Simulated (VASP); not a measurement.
# Au (Im-3m) in VASP: a series of runs

Au is run at these levels: PBEsol; tasks: single point, relaxation of cell and atoms.

Everything below comes from runs of VASP 6.6.1. Logs are shortened: lines on timing, memory, paths and dates and some standing lists are left out, and cuts for length are marked.

### Step 1. The cell of the first run

The structure is cubic, space group Im-3m (No. 229). Conventional cell: a = 2.876 Å, b = 2.876 Å, c = 2.876 Å, α = 90.00°, β = 90.00°, γ = 90.00°. Within 3.3 Å of Au (site symmetry m-3m) lie 14 Au at 2.49 to 2.88 Å.

### Step 2. Single point, PBEsol

INCAR

```
  PREC = Accurate
  ENCUT = 500
  EDIFF = 1E-6
  ISMEAR = -1
  SIGMA = 0.08
  LREAL = F
  LASPH = T
  NELM = 120
  ALGO = Normal
  ISIF = 2
  LWAVE = F
  LCHARG = F
  GGA = PS
  NBANDS = 12
  GGA_COMPAT = F
```

KPOINTS

```
regular mesh
0
Gamma
  19 19 19
```

POSCAR

```
Au
1.0
   -1.4380282134      1.4380282134      1.4380282134
    1.4380282134     -1.4380282134      1.4380282134
    1.4380282134      1.4380282134     -1.4380282134
Au
1
Direct
    0.0000000000      0.0000000000      0.0000000000
```

Potentials or basis: VASP PAW PBE potentials, release 64 (Au).

Command:

```console
> cat potpaw_PBE.64/Au/POTCAR > POTCAR
> mpirun -np 1 vasp_std > vasp.out
```

OUTCAR:

```text
PREC = Accurate
   ENCUT = 500
   EDIFF = 1E-6
   ISMEAR = -1
   LREAL = F
   LASPH = T
   NELM = 120
   ISIF = 2
   GGA = PS

 ion  position               nearest neighbor table
   1  0.000  0.000  0.000-

  LATTYP: Found a body centered cubic cell.
 ALAT       =     2.8760564268

  Lattice vectors:

 A1 = (  -1.4380282134,   1.4380282134,   1.4380282134)
 A2 = (   1.4380282134,  -1.4380282134,   1.4380282134)
 A3 = (   1.4380282134,   1.4380282134,  -1.4380282134)

Analysis of symmetry for initial positions (statically):
=====================================================================
 Subroutine PRICEL returns:
 Original cell was already a primitive cell.

 Routine SETGRP: Setting up the symmetry group for a
 body centered cubic supercell.

 Subroutine GETGRP returns: Found 48 space group operations
[... 9 lines left out ...]

 Routine SETGRP: Setting up the symmetry group for a
 body centered cubic supercell.

 Subroutine GETGRP returns: Found 48 space group operations
[... 11 lines left out ...]
                                     Primitive cell

  volume of cell :      11.8949

  direct lattice vectors                    reciprocal lattice vectors
    -1.438028213  1.438028213  1.438028213     0.000000000  0.347698324  0.347698324
     1.438028213 -1.438028213  1.438028213     0.347698324  0.000000000  0.347698324
     1.438028213  1.438028213 -1.438028213     0.347698324  0.347698324  0.000000000

  length of vectors
     2.490737928  2.490737928  2.490737928     0.491719686  0.491719686  0.491719686

  position of ions in fractional coordinates (direct lattice)
     0.000000000  0.000000000  0.000000000

  ion indices of the primitive-cell ions
   primitive index   ion index
                 1           1

----------------------------------------------------------------------------------------

 KPOINTS: regular mesh

Automatic generation of k-mesh.
 Grid dimensions read from file:
 generate k-points for:   19   19   19

 Generating k-lattice:

  Cartesian coordinates                     Fractional coordinates (reciprocal lattice)
     0.000000000  0.018299912  0.018299912     0.052631579  0.000000000  0.000000000
     0.018299912  0.000000000  0.018299912     0.000000000  0.052631579  0.000000000
     0.018299912  0.018299912  0.000000000     0.000000000  0.000000000  0.052631579

  Length of vectors
     0.025879983  0.025879983  0.025879983

  Shift w.r.t. Gamma in fractional coordinates (k-lattice)
     0.000000000  0.000000000  0.000000000

 Subroutine IBZKPT returns following result:
 ===========================================

 Found    220 irreducible k-points:

 Following reciprocal coordinates:
            Coordinates               Weight
  0.000000  0.000000  0.000000      1.000000
  0.052632  0.000000  0.000000     12.000000
  0.105263  0.000000  0.000000     12.000000
  0.157895  0.000000  0.000000     12.000000
  0.210526  0.000000  0.000000     12.000000
  0.263158  0.000000  0.000000     12.000000
[... 16 lines left out ...]
  0.263158  0.105263 -0.000000     48.000000
  0.315789  0.105263  0.000000     48.000000
 [... further k-points ...]
   k-points           NKPTS =    220   k-points in BZ     NKDIM =    220   number of bands    NBANDS=     12
   number of dos      NEDOS =    301   number of ions     NIONS =      1
   total plane-waves  NPLWV =   5832
   dimension x,y,z NGX =    18 NGY =   18 NGZ =   18
   dimension x,y,z NGXF=    36 NGYF=   36 NGZF=   36
   ions per type =               1
   NGX,Y,Z   is equivalent  to a cutoff of  12.01, 12.01, 12.01 a.u.
   NGXF,Y,Z  is equivalent  to a cutoff of  24.03, 24.03, 24.03 a.u.
 SYSTEM =  unknown system
   PREC   = accura    normal or accurate (medium, high low for compatibility)
   ISTART =      0    job   : 0-new  1-cont  2-samecut
   ICHARG =      2    charge: 1-file 2-atom 10-const
   ISPIN  =      1    spin polarized calculation?
   LNONCOLLINEAR =      F non collinear calculations
   LSORBIT =      F    spin-orbit coupling
   LASPH  =      T    aspherical Exc in radial PAW
   ENCUT  =  500.0 eV  36.75 Ry    6.06 a.u.   4.54  4.54  4.54*2*pi/ulx,y,z
   NELM   =    120;   NELMIN=  2; NELMDL= -5     # of ELM steps
   EDIFF  = 0.1E-05   stopping-criterion for ELM
   LREAL  =      F    real-space projection
   EDIFFG = 0.1E-04   stopping-criterion for IOM
   NSW    =      0    number of steps for IOM
   IBRION =     -1    ionic relax: 0-MD 1-quasi-New 2-CG
   NFREE  =      0    steps in history (QN), initial steepest desc. (CG)
   ISIF   =      2    stress and relaxation
   ISYM   =      2    0-nonsym 1-usesym 2-fastsym
   POTIM  = 0.5000    time-step for ionic-motion
   TEBEG  =    0.0;   TEEND  =   0.0 temperature during run
   PSTRESS=    0.0 pullay stress
   NELECT =      11.0000    total number of electrons
   NUPDOWN=      -1.0000    fix difference up-down
   EMIN   =  10.00;   EMAX   =-10.00  energy-range for DOS
   EFERMI =   0.00;   METHOD = LEGACY
   ISMEAR =    -1;   SIGMA  =   0.08  broadening in eV -4-tet -1-fermi 0-gaus
   EFERMI_NEDOS =   21; number of points for ismear=-14 and -15
   IALGO  =     38    algorithm
   IMIX   =      4    mixing-type and parameters
     AMIX     =   0.40;   BMIX     =  1.00
     AMIX_MAG =   1.60;   BMIX_MAG =  1.00
  volume/ion in A,a.u.               =      11.89        80.27
  Fermi-wavevector in a.u.,A,eV,Ry     =   1.594967  3.014050 34.612122  2.543919
  Thomas-Fermi vector in A             =   2.692959
   LORBIT       =      0    0 simple, 1 ext, 2 COOP (PROOUT), +10 PAW based schemes
   GGA     = PS    functional components
   LHFCALC =     F    Hartree Fock is set to
   AEXX    =    0.0000 exact exchange contribution
   IVDW    =     0    specifies the selected vdW correction
   LEPSILON=     F    determine dielectric tensor
   LRPA    =     F    only Hartree local field effects (RPA)
 non-spin polarized calculation
  energy-cutoff  :      500.00
  volume of cell :       11.89
 maximum number of plane-waves:       321
   NGX =  9   NGY =  9   NGZ =  9

 number of electron      11.0000003 magnetization

 Free energy of the ion-electron system (eV)
  ---------------------------------------------------
  ext. energy  EPLUGINS =         0.00000000
  ---------------------------------------------------
  free energy    TOTEN  =        -2.03551285 eV

  energy without entropy =       -2.03000639  energy(sigma->0) =       -2.03275962

 E-fermi :  16.8900     XC(G=0): -15.1029

 val. band max:       16.8771911457   @ k =   0.2632   0.1053   0.1053
 cond. band min:      16.8936359594   @ k =  -0.3684   0.4737   0.0526
 fundamental gap:      0.0164448138
 Fermi energy:        16.8899922276

 k-point     1 :       0.0000    0.0000    0.0000
  band No.  band energies     occupation
      1       2.2288      2.00000
      2       9.1660      2.00000
      3       9.1660      2.00000
      4       9.1660      2.00000
      5      12.5580      2.00000
      6      12.5580      2.00000
      7      32.4346      0.00000
      8      32.4346      0.00000
      9      32.4346      0.00000
     10      45.8289      0.00000
     11      45.8289      0.00000
     12      48.1615      0.00000

 k-point     2 :       0.0526    0.0000    0.0000
  band No.  band energies     occupation
      1       2.3750      2.00000
      2       9.1015      2.00000
      3       9.1653      2.00000
      4       9.2915      2.00000
      5      12.4680      2.00000
      6      12.5619      2.00000
      7      32.5254      0.00000
      8      32.6453      0.00000
      9      32.6619      0.00000
     10      44.1601      0.00000
     11      45.0629      0.00000
     12      47.9016      0.00000

 k-point     3 :       0.1053    0.0000    0.0000
  band No.  band energies     occupation
      1       2.7993      2.00000
      2       8.9192      2.00000
      3       9.1547      2.00000
      4       9.6635      2.00000
      5      12.2513      2.00000
      6      12.5759      2.00000
      7      32.7302      0.00000
      8      33.1481      0.00000
      9      33.3299      0.00000
     10      42.1000      0.00000
     11      43.3545      0.00000
     12      47.0055      0.00000

 k-point     4 :       0.1579    0.0000    0.0000
  band No.  band energies     occupation
      1       3.4515      2.00000
      2       8.6487      2.00000
      3       9.1270      2.00000
      4      10.2671      2.00000
      5      12.0350      2.00000
      6      12.6063      2.00000
      7      32.8195      0.00000
      8      33.4995      0.00000
      9      34.4003      0.00000
     10      40.6690      0.00000
     11      41.6925      0.00000
     12      45.3276      0.00000

 k-point     5 :       0.2105    0.0000    0.0000
  band No.  band energies     occupation
      1       4.2194      2.00000
      2       8.3290      2.00000
      3       9.1419      2.00000
      4      11.0750      2.00000
      5      11.9373      2.00000
      6      12.6591      2.00000
      7      32.4596      0.00000
      8      32.9525      0.00000
      9      35.8168      0.00000
     10      40.2768      0.00000
     11      40.9786      0.00000
     12      43.0430      0.00000

 k-point     6 :       0.2632    0.0000    0.0000
  band No.  band energies     occupation
      1       4.8918      2.00000
      2       8.0000      2.00000
      3       9.4056      2.00000
      4      11.9948      2.00000
      5      12.0438      2.00000
      6      12.7365      2.00000
      7      31.2768      0.00000
      8      31.6008      0.00000
      9      37.5091      0.00000
     10      40.5243      0.00000
     11      40.9967      0.00000
     12      41.3823      0.00000

 k-point     7 :       0.3158    0.0000    0.0000
  band No.  band energies     occupation
      1       5.2434      2.00000
      2       7.6965      2.00000
      3      10.1557      2.00000
      4      12.1760      2.00000
      5      12.8334      2.00000
      6      13.1054      2.00000
      7      29.0293      0.00000
      8      30.5521      0.00000
      9      38.0765      0.00000
     10      39.3878      0.00000
     11      42.1814      0.00000
     12      42.5340      0.00000

 k-point     8 :       0.3684    0.0000    0.0000
  band No.  band energies     occupation
      1       5.2885      2.00000
      2       7.4461      2.00000
      3      11.2964      2.00000
      4      12.4769      2.00000
      5      12.9358      2.00000
      6      14.1541      2.00000
      7      26.6870      0.00000
      8      29.5950      0.00000
      9      35.9277      0.00000
     10      41.3215      0.00000
     11      42.3503      0.00000
     12      44.0189      0.00000
[... 166 lines left out ...]
 k-point    20 :       0.1053    0.1053    0.0000
  band No.  band energies     occupation
      1       3.8310      2.00000
      2       8.6608      2.00000
      3       8.8315      2.00000
      4      10.7512      2.00000
      5      11.8515      2.00000
      6      12.7165      2.00000
      7      33.1359      0.00000
      8      33.6309      0.00000
      9      34.3390      0.00000
     10      39.5632      0.00000
     11      41.9472      0.00000
     12      44.1706      0.00000

 k-point    21 :       0.1579    0.1053   -0.0000
  band No.  band energies     occupation
      1       4.5873      2.00000
      2       8.3975      2.00000
      3       8.7201      2.00000
      4      11.6370      2.00000
      5      11.7430      2.00000
      6      12.8304      2.00000
      7      32.7004      0.00000
      8      32.9525      0.00000
      9      35.2507      0.00000
     10      38.7988      0.00000
     11      40.8035      0.00000
     12      44.6362      0.00000

 k-point    22 :       0.2105    0.1053    0.0000
  band No.  band energies     occupation
      1       5.2739      2.00000
      2       8.0805      2.00000
      3       8.8557      2.00000
      4      11.7611      2.00000
      5      12.6897      2.00000
      6      12.9888      2.00000
      7      31.0130      0.00000
      8      32.0832      0.00000
      9      36.4209      0.00000
     10      37.4113      0.00000
     11      41.6705      0.00000
     12      44.8147      0.00000

 k-point    23 :       0.2632    0.1053   -0.0000
  band No.  band energies     occupation
      1       5.6385      2.00000
      2       7.7876      2.00000
      3       9.4246      2.00000
      4      11.9395      2.00000
      5      13.0102      2.00000
      6      13.9873      2.00000
      7      28.8484      0.00000
      8      30.9700      0.00000
      9      35.6739      0.00000
     10      38.2074      0.00000
     11      42.9142      0.00000
     12      44.5898      0.00000

 k-point    24 :       0.3158    0.1053    0.0000
  band No.  band energies     occupation
      1       5.6746      2.00000
      2       7.5527      2.00000
      3      10.3379      2.00000
      4      12.1961      2.00000
      5      13.1612      2.00000
      6      15.2447      2.00000
      7      26.5398      0.00000
      8      29.9749      0.00000
      9      34.2895      0.00000
     10      39.7953      0.00000
     11      43.0016      0.00000
     12      44.5682      0.00000

 [... further k-points ...]
[... 5 lines left out ...]
  --------------------------------------------------------------------------------------
  -------------------------------------------------------------------------------------
  Total       12.6633382     12.6633382     12.6633382      0.0000000     -0.0000000      0.0000000
  in kB     1705.6761471   1705.6761471   1705.6761471      0.0000000     -0.0000000      0.0000000
  external PRESSURE =    1705.6761471 kB  Pullay stress =       0.0000000 kB

 VOLUME and BASIS-vectors are now :
 -----------------------------------------------------------------------------
  energy-cutoff  :      500.00
  volume of cell :       11.89
      direct lattice vectors                 reciprocal lattice vectors
    -1.438028213  1.438028213  1.438028213     0.000000000  0.347698324  0.347698324
     1.438028213 -1.438028213  1.438028213     0.347698324  0.000000000  0.347698324
     1.438028213  1.438028213 -1.438028213     0.347698324  0.347698324  0.000000000

 POSITION                                       TOTAL-FORCE (eV/Angst)
 -----------------------------------------------------------------------------------
      0.00000      0.00000      0.00000         0.000000     -0.000000      0.000000
 -----------------------------------------------------------------------------------
    total drift:                               -0.000000      0.000000      0.000000

  FREE ENERGIE OF THE ION-ELECTRON SYSTEM (eV)
  ---------------------------------------------------
  free  energy   TOTEN  =        -2.0355128486 eV

  energy  without entropy=       -2.0300063868  energy(sigma->0) =       -2.03275962
```

Wall time 11 s (1 thread of Intel Xeon 6975P-C (Granite Rapids), shared host); peak memory 0.14 GiB.

Results:

```
Free energy : -2.0355 eV
Pressure    : 170.6 GPa
```

Levels at points of the mesh, in eV from the Fermi level:
```tsv
k point	band 4	band 5	band 6	band 7	band 8	band 9
(0.00, 0.00, 0.00)	-7.72	-4.33	-4.33	15.54	15.54	15.54
```

Caveat: the PAW data sets were made with another functional, which shifts forces and pressure a little; spin-orbit coupling is left out, which moves the levels of the heavy elements.

### Step 3. Relaxation of cell and atoms, PBEsol, target pressure 170 GPa, at which the enthalpy is minimised

INCAR

```
SYSTEM = Au
  PREC = Accurate
  ENCUT = 500
  EDIFF = 1E-7
  ISMEAR = -1
  SIGMA = 0.08
  LREAL = .FALSE.
  LASPH = .TRUE.
  NELM = 120
  ALGO = Normal
  ISIF = 3
  LWAVE = .FALSE.
  LCHARG = .FALSE.
  GGA = PS
  IBRION = 2
  NSW = 60
  EDIFFG = -0.005
  PSTRESS = 1700.0
  GGA_COMPAT = .FALSE.
  NELMIN = 4
```

KPOINTS

```
Automatic mesh
0
G
  19 19 19
  0 0 0
```

POSCAR

```
Au
1.0
   -1.4370752524      1.4370752524      1.4370752524
    1.4370752524     -1.4370752524      1.4370752524
    1.4370752524      1.4370752524     -1.4370752524
Au
1
Direct
    0.0000000000      0.0000000000      0.0000000000
```

Potentials or basis: VASP PAW PBE potentials, release 64 (Au).

Command:

```console
> cat potpaw_PBE.64/Au/POTCAR > POTCAR
> mpirun -np 1 vasp_std > vasp.out
```

It took 18 s on 1 thread of Intel Xeon 6975P-C (Granite Rapids), shared host; peak memory 0.14 GiB.

Results (log left out):

- Free energy: -2.0435 eV
- Relaxed volume: 11.90 Å³/atom
- Relaxed cell: a = 2.491 Å, b = 2.491 Å, c = 2.491 Å, α = 109.47°, β = 109.47°, γ = 109.47°
- Space group after relaxing (to 0.05 Å): Im-3m (No. 229)
- Energy change on relaxing (the enthalpy is what falls): -33.4 meV/atom
- Ionic steps: 3
- Pressure after relaxing: 170.0 GPa

The path:
```tsv
step	energy change (eV)	largest force (eV/Å)	pressure (GPa)	volume (Å³)
1	0.0000	0.0000	172.44	11.87
2	-0.3141	0.0000	149.05	12.18
3	-0.0334	0.0000	169.98	11.90
```

Final structure:
```cif
data_structure
_symmetry_space_group_name_H-M 'P 1'
_symmetry_Int_Tables_number 1
_cell_length_a 2.4913
_cell_length_b 2.4913
_cell_length_c 2.4913
_cell_angle_alpha 109.471
_cell_angle_beta 109.471
_cell_angle_gamma 109.471
_cell_volume 11.90
loop_
_atom_site_label
_atom_site_type_symbol
_atom_site_fract_x
_atom_site_fract_y
_atom_site_fract_z
_atom_site_occupancy
Au1 Au 0.00000 0.00000 0.00000 1
```

Levels at points of the mesh, in eV from the Fermi level:
```tsv
k point	band 2	band 3	band 4	band 5	band 6	band 7	band 8	band 9
(0.00, 0.00, 0.00)	-7.72	-7.72	-7.72	-4.33	-4.33	15.55	15.55	15.55
```

Caveat: the cell is relaxed towards a set pressure, so the enthalpy falls and the energy may rise; the PAW data sets were made with another functional, which shifts forces and pressure a little; spin-orbit coupling is left out, which moves the levels of the heavy elements.

[end of part 1 of 2]
